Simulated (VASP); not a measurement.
# Al (Fm-3m) in VASP: notebook

The runs below take Al through single point, with PBEsol.

Everything below comes from runs of VASP 6.6.1. Logs are shortened: lines on timing, memory, paths and dates and some standing lists are left out, and cuts for length are marked.

### Step 1. The cell of the first run

Symmetry: Fm-3m, No. 225, cubic system. The conventional cell has a = 3.891 Å, b = 3.891 Å, c = 3.891 Å, α = 90.00°, β = 90.00°, γ = 90.00°. Al (site symmetry m-3m) has 12 Al at 2.75 Å within 3.6 Å.

### Step 2. Single point, PBEsol (14.73 Å³/atom)

INCAR

```
SYSTEM = Al
PREC = Accurate
ENCUT = 500
EDIFF = 1E-6
ISMEAR = 0
SIGMA = 0.1
LREAL = .FALSE.
LASPH = .TRUE.
NELM = 120
ALGO = Normal
ISIF = 2
LWAVE = .FALSE.
LCHARG = .TRUE.
GGA = PS
LELF = .TRUE.
LVHAR = .TRUE.
NBANDS = 8
GGA_COMPAT = .FALSE.
```

KPOINTS

```
Automatic mesh
0
G
  18 18 18
  0 0 0
```

POSCAR

```
Al
1.0
    0.0000000000      1.9454294159      1.9454294159
    1.9454294159      0.0000000000      1.9454294159
    1.9454294159      1.9454294159      0.0000000000
Al
1
Direct
    0.0000000000      0.0000000000      0.0000000000
```

Potentials or basis: VASP PAW PBE potentials, release 64 (Al).

The run is started by

```sh
$ cat potpaw_PBE.64/Al/POTCAR > POTCAR
$ mpirun -np 1 vasp_std > vasp.out
```

OUTCAR:

```text
SYSTEM = Al
   PREC = Accurate
   ENCUT = 500
   EDIFF = 1E-6
   ISMEAR = 0
   LREAL = .FALSE.
   LASPH = .TRUE.
   NELM = 120
   ISIF = 2
   GGA = PS

 ion  position               nearest neighbor table
   1  0.000  0.000  0.000-

  LATTYP: Found a face centered cubic cell.
 ALAT       =     3.8908588318

  Lattice vectors:

 A1 = (   0.0000000000,   1.9454294159,   1.9454294159)
 A2 = (   1.9454294159,   0.0000000000,   1.9454294159)
 A3 = (   1.9454294159,   1.9454294159,   0.0000000000)

Analysis of symmetry for initial positions (statically):
=====================================================================
 Subroutine PRICEL returns:
 Original cell was already a primitive cell.

 Routine SETGRP: Setting up the symmetry group for a
 face centered cubic supercell.

 Subroutine GETGRP returns: Found 48 space group operations
 (whereof 48 operations were pure point group operations)
 out of a pool of 48 trial point group operations.

The static configuration has the point symmetry O_h .

Analysis of symmetry for dynamics (positions and initial velocities):
=====================================================================
 Subroutine PRICEL returns:
 Original cell was already a primitive cell.

 Routine SETGRP: Setting up the symmetry group for a
 face centered cubic supercell.

 Subroutine GETGRP returns: Found 48 space group operations
 (whereof 48 operations were pure point group operations)
 out of a pool of 48 trial point group operations.

The dynamic configuration has the point symmetry O_h .

 Subroutine INISYM returns: Found 48 space group operations
 (whereof 48 operations are pure point group operations),
 and found     1 'primitive' translations

----------------------------------------------------------------------------------------

                                     Primitive cell

  volume of cell :      14.7257

  direct lattice vectors                    reciprocal lattice vectors
     0.000000000  1.945429416  1.945429416    -0.257012666  0.257012666  0.257012666
     1.945429416  0.000000000  1.945429416     0.257012666 -0.257012666  0.257012666
     1.945429416  1.945429416  0.000000000     0.257012666  0.257012666 -0.257012666

  length of vectors
     2.751252665  2.751252665  2.751252665     0.445158995  0.445158995  0.445158995

  position of ions in fractional coordinates (direct lattice)
     0.000000000  0.000000000  0.000000000

  ion indices of the primitive-cell ions
   primitive index   ion index
                 1           1

----------------------------------------------------------------------------------------

 KPOINTS: Automatic mesh

Automatic generation of k-mesh.
 Grid dimensions read from file:
 generate k-points for:   18   18   18

 Generating k-lattice:

  Cartesian coordinates                     Fractional coordinates (reciprocal lattice)
    -0.014278481  0.014278481  0.014278481     0.055555556  0.000000000  0.000000000
     0.014278481 -0.014278481  0.014278481     0.000000000  0.055555556  0.000000000
     0.014278481  0.014278481 -0.014278481     0.000000000  0.000000000  0.055555556

  Length of vectors
     0.024731055  0.024731055  0.024731055

  Shift w.r.t. Gamma in fractional coordinates (k-lattice)
     0.000000000  0.000000000  0.000000000

 Subroutine IBZKPT returns following result:
 ===========================================

 Found    195 irreducible k-points:

 Following reciprocal coordinates:
            Coordinates               Weight
  0.000000  0.000000  0.000000      1.000000
  0.055556  0.000000  0.000000      8.000000
  0.111111  0.000000  0.000000      8.000000
  0.166667  0.000000  0.000000      8.000000
  0.222222  0.000000  0.000000      8.000000
  0.277778  0.000000  0.000000      8.000000
[... 16 lines left out ...]
 -0.277778  0.055556  0.000000     24.000000
 -0.222222  0.055556  0.000000     24.000000
 [... further k-points ...]
   k-points           NKPTS =    195   k-points in BZ     NKDIM =    195   number of bands    NBANDS=      8
   number of dos      NEDOS =    301   number of ions     NIONS =      1
   total plane-waves  NPLWV =   8000
   dimension x,y,z NGX =    20 NGY =   20 NGZ =   20
   dimension x,y,z NGXF=    40 NGYF=   40 NGZF=   40
   ions per type =               1
   NGX,Y,Z   is equivalent  to a cutoff of  12.09, 12.09, 12.09 a.u.
   NGXF,Y,Z  is equivalent  to a cutoff of  24.17, 24.17, 24.17 a.u.
 SYSTEM =  Al
   PREC   = accura    normal or accurate (medium, high low for compatibility)
   ISTART =      0    job   : 0-new  1-cont  2-samecut
   ICHARG =      2    charge: 1-file 2-atom 10-const
   ISPIN  =      1    spin polarized calculation?
   LNONCOLLINEAR =      F non collinear calculations
   LSORBIT =      F    spin-orbit coupling
   LASPH  =      T    aspherical Exc in radial PAW
   ENCUT  =  500.0 eV  36.75 Ry    6.06 a.u.   5.02  5.02  5.02*2*pi/ulx,y,z
   NELM   =    120;   NELMIN=  2; NELMDL= -5     # of ELM steps
   EDIFF  = 0.1E-05   stopping-criterion for ELM
   LREAL  =      F    real-space projection
[... 7 lines left out ...]
   TEBEG  =    0.0;   TEEND  =   0.0 temperature during run
   PSTRESS=    0.0 pullay stress
   NELECT =       3.0000    total number of electrons
   NUPDOWN=      -1.0000    fix difference up-down
   EMIN   =  10.00;   EMAX   =-10.00  energy-range for DOS
   EFERMI =   0.00;   METHOD = LEGACY
   ISMEAR =     0;   SIGMA  =   0.10  broadening in eV -4-tet -1-fermi 0-gaus
   EFERMI_NEDOS =   21; number of points for ismear=-14 and -15
   IALGO  =     38    algorithm
   IMIX   =      4    mixing-type and parameters
     AMIX     =   0.40;   BMIX     =  1.00
     AMIX_MAG =   1.60;   BMIX_MAG =  1.00
  volume/ion in A,a.u.               =      14.73        99.37
  Fermi-wavevector in a.u.,A,eV,Ry     =   0.963289  1.820352 12.625186  0.927925
  Thomas-Fermi vector in A             =   2.092821
   LORBIT       =      0    0 simple, 1 ext, 2 COOP (PROOUT), +10 PAW based schemes
   GGA     = PS    functional components
   LHFCALC =     F    Hartree Fock is set to
   AEXX    =    0.0000 exact exchange contribution
   IVDW    =     0    specifies the selected vdW correction
   LEPSILON=     F    determine dielectric tensor
   LRPA    =     F    only Hartree local field effects (RPA)
 non-spin polarized calculation
 Gauss-broadening in eV      SIGMA  =   0.10
  energy-cutoff  :      500.00
  volume of cell :       14.73
 maximum number of plane-waves:       388
   NGX =  9   NGY =  9   NGZ =  9

 number of electron       3.0000000 magnetization

 Free energy of the ion-electron system (eV)
  ---------------------------------------------------
  ext. energy  EPLUGINS =         0.00000000
  ---------------------------------------------------
  free energy    TOTEN  =        -4.05055081 eV

  energy without entropy =       -4.04802652  energy(sigma->0) =       -4.04928867

 E-fermi :   9.1821     XC(G=0): -10.6789

 val. band max:        9.1795387349   @ k =  -0.3333   0.4444   0.1111
 cond. band min:       9.2291085992   @ k =  -0.3333   0.3889   0.0556
 fundamental gap:      0.0495698643
 Fermi energy:         9.1821297435

 k-point     1 :       0.0000    0.0000    0.0000
  band No.  band energies     occupation
      1      -2.7520      2.00000
      2      22.4273      0.00000
      3      22.4273      0.00000
      4      22.4273      0.00000
      5      24.8235      0.00000
      6      24.8235      0.00000
      7      24.8235      0.00000
      8      26.5255      0.00000

 k-point     2 :       0.0556    0.0000    0.0000
  band No.  band energies     occupation
      1      -2.6616      2.00000
      2      20.9623      0.00000
      3      22.2005      0.00000
      4      22.2005      0.00000
      5      25.1962      0.00000
      6      25.1962      0.00000
      7      25.2169      0.00000
      8      27.5305      0.00000

 k-point     3 :       0.1111    0.0000    0.0000
  band No.  band energies     occupation
      1      -2.3907      2.00000
      2      18.6324      0.00000
      3      21.7586      0.00000
      4      21.7586      0.00000
      5      25.1582      0.00000
      6      26.0599      0.00000
      7      26.0599      0.00000
      8      28.1924      0.00000

 k-point     4 :       0.1667    0.0000    0.0000
  band No.  band energies     occupation
      1      -1.9405      2.00000
      2      16.2599      0.00000
      3      21.3378      0.00000
      4      21.3378      0.00000
      5      24.9284      0.00000
      6      26.6558      0.00000
      7      26.6558      0.00000
      8      27.5120      0.00000

 k-point     5 :       0.2222    0.0000    0.0000
  band No.  band energies     occupation
      1      -1.3130      2.00000
      2      13.9619      0.00000
      3      21.0166      0.00000
      4      21.0166      0.00000
      5      24.7081      0.00000
      6      25.6124      0.00000
      7      25.6124      0.00000
      8      28.7096      0.00000

 k-point     6 :       0.2778    0.0000    0.0000
  band No.  band energies     occupation
      1      -0.5107      2.00000
      2      11.7754      0.00000
      3      20.8201      0.00000
      4      20.8201      0.00000
      5      24.5333      0.00000
      6      24.5333      0.00000
      7      24.5711      0.00000
      8      28.8487      0.00000

 k-point     7 :       0.3333    0.0000    0.0000
  band No.  band energies     occupation
      1       0.4627      2.00000
      2       9.7179      0.00000
      3      20.7565      0.00000
      4      20.7565      0.00000
      5      23.5792      0.00000
      6      23.5792      0.00000
      7      24.5547      0.00000
      8      27.8758      0.00000

 k-point     8 :       0.3889    0.0000    0.0000
  band No.  band energies     occupation
      1       1.6027      2.00000
      2       7.8007      2.00000
      3      20.8251      0.00000
      4      20.8251      0.00000
      5      22.7754      0.00000
      6      22.7754      0.00000
      7      24.6718      0.00000
      8      27.0170      0.00000

 k-point     9 :       0.4444    0.0000    0.0000
  band No.  band energies     occupation
      1       2.9001      2.00000
      2       6.0361      2.00000
      3      21.0060      0.00000
      4      21.0060      0.00000
      5      22.1510      0.00000
      6      22.1510      0.00000
      7      24.9003      0.00000
      8      26.3306      0.00000

 k-point    10 :       0.5000    0.0000    0.0000
  band No.  band energies     occupation
      1       4.1310      2.00000
      2       4.6494      2.00000
      3      21.1574      0.00000
      4      21.1574      0.00000
      5      21.8514      0.00000
      6      21.8514      0.00000
      7      25.0713      0.00000
      8      26.0050      0.00000
[... 78 lines left out ...]
 k-point    18 :       0.4444    0.0556    0.0000
  band No.  band energies     occupation
      1       2.5282      2.00000
      2       6.6801      2.00000
      3      19.8339      0.00000
      4      20.3097      0.00000
      5      21.5209      0.00000
      6      23.5764      0.00000
      7      25.8962      0.00000
      8      27.1102      0.00000

 k-point    19 :       0.5000    0.0556    0.0000
  band No.  band energies     occupation
      1       3.8967      2.00000
      2       5.0522      2.00000
      3      19.7888      0.00000
      4      20.1592      0.00000
      5      21.8006      0.00000
      6      23.0043      0.00000
      7      26.0826      0.00000
      8      26.6683      0.00000

 k-point    20 :      -0.4444    0.0556    0.0000
  band No.  band energies     occupation
      1       3.4375      2.00000
      2       5.5633      2.00000
      3      19.3773      0.00000
      4      20.6295      0.00000
      5      22.2729      0.00000
      6      22.5827      0.00000
      7      25.8051      0.00000
      8      26.9856      0.00000

 k-point    21 :      -0.3889    0.0556    0.0000
  band No.  band energies     occupation
      1       2.0957      2.00000
      2       7.2676      2.00000
      3      19.1055      0.00000
      4      21.2322      0.00000
      5      22.3240      0.00000
      6      22.9054      0.00000
      7      25.4934      0.00000
      8      27.6318      0.00000

 k-point    22 :      -0.3333    0.0556    0.0000
  band No.  band energies     occupation
      1       0.9025      2.00000
      2       9.1330      1.51309
      3      18.9807      0.00000
      4      21.8397      0.00000
      5      22.3534      0.00000
      6      23.6833      0.00000
      7      25.3156      0.00000
      8      28.4189      0.00000

 k-point    23 :      -0.2778    0.0556    0.0000
  band No.  band energies     occupation
      1      -0.1264      2.00000
      2      11.1403      0.00000
      3      19.0049      0.00000
      4      22.0367      0.00000
      5      23.0793      0.00000
      6      24.5782      0.00000
      7      25.2995      0.00000
      8      29.2582      0.00000

 k-point    24 :      -0.2222    0.0556    0.0000
  band No.  band energies     occupation
      1      -0.9855      2.00000
      2      13.2771      0.00000
      3      19.1784      0.00000
      4      22.1865      0.00000
      5      24.1206      0.00000
      6      25.2424      0.00000
      7      25.7609      0.00000
      8      28.0772      0.00000

 [... further k-points ...]

------------------------ aborting loop because EDIFF is reached ----------------------------------------

  FORCE on cell =-STRESS in cart. coord.  units (eV):
  Direction    XX          YY          ZZ          XY          YZ          ZX
  --------------------------------------------------------------------------------------
  -------------------------------------------------------------------------------------
  Total        0.8792304      0.8792304      0.8792304      0.0000000      0.0000000      0.0000000
  in kB       95.6614232     95.6614232     95.6614232      0.0000000      0.0000000      0.0000000
  external PRESSURE =      95.6614232 kB  Pullay stress =       0.0000000 kB

 VOLUME and BASIS-vectors are now :
 -----------------------------------------------------------------------------
  energy-cutoff  :      500.00
  volume of cell :       14.73
      direct lattice vectors                 reciprocal lattice vectors
     0.000000000  1.945429416  1.945429416    -0.257012666  0.257012666  0.257012666
     1.945429416  0.000000000  1.945429416     0.257012666 -0.257012666  0.257012666
     1.945429416  1.945429416  0.000000000     0.257012666  0.257012666 -0.257012666

 POSITION                                       TOTAL-FORCE (eV/Angst)
 -----------------------------------------------------------------------------------
      0.00000      0.00000      0.00000         0.000000      0.000000      0.000000
 -----------------------------------------------------------------------------------
    total drift:                                0.000000     -0.000000     -0.000000

  FREE ENERGIE OF THE ION-ELECTRON SYSTEM (eV)
  ---------------------------------------------------
  free  energy   TOTEN  =        -4.0505508138 eV

  energy  without entropy=       -4.0480265184  energy(sigma->0) =       -4.04928867
```

Wall time 8.3 s (1 thread of AMD EPYC 9R45 (Zen 5), shared host); peak memory 0.1 GiB.

Results:

```
Free energy            : -4.0506 eV
Pressure               : 9.6 GPa
Band gap on the k mesh : zero (an odd number of electrons rules out a gap without spin polarisation)
```

Caveat: the cell stands under pressure; the PAW data sets were made with another functional, which shifts forces and pressure a little.

### Step 3. Single point, PBEsol (15.21 Å³/atom)

This run uses another cell than the first one, of 15.21 Å³/atom.

INCAR

```
SYSTEM = Al
ALGO = Normal
EDIFF = 1E-6
ENCUT = 500
GGA = PS
GGA_COMPAT = .FALSE.
ISIF = 2
ISMEAR = 0
LASPH = .TRUE.
LCHARG = .FALSE.
LREAL = .FALSE.
LWAVE = .FALSE.
NBANDS = 8
NELM = 120
PREC = Accurate
SIGMA = 0.1
```

KPOINTS

```
k-points
0
G
  18 18 18
  0 0 0
```

POSCAR

```
Al
1.0
    0.0000000000      1.9665770447      1.9665770447
    1.9665770447      0.0000000000      1.9665770447
    1.9665770447      1.9665770447      0.0000000000
Al
1
Direct
    0.0000000000      0.0000000000      0.0000000000
```

Potentials or basis: VASP PAW PBE potentials, release 64 (Al).

The run is started by

```sh
$ cat potpaw_PBE.64/Al/POTCAR > POTCAR
$ mpirun -np 1 vasp_std > vasp.out
```

It took 8 s on 1 thread of AMD EPYC 9R45 (Zen 5), shared host; peak memory 0.1 GiB.

The run converged. Its results:

| Quantity | Value |
| --- | --- |
| Free energy | -4.0738 eV |
| Pressure | 5.8 GPa |
| Band gap on the k mesh | zero (an odd number of electrons rules out a gap without spin polarisation) |

Levels at points of the mesh, in eV from the Fermi level:
```
           k point  band 1  band 2  band 3  band 4
(0.00, 0.00, 0.00)  -11.70   13.06   13.06   13.06
(0.50, 0.00, 0.00)   -4.92   -4.48   11.82   11.82
(0.50, 0.50, 0.00)   -3.11   -1.63    5.27    5.99
```

Caveat: the cell stands under pressure; the PAW data sets were made with another functional, which shifts forces and pressure a little.

[end of part 1 of 2]
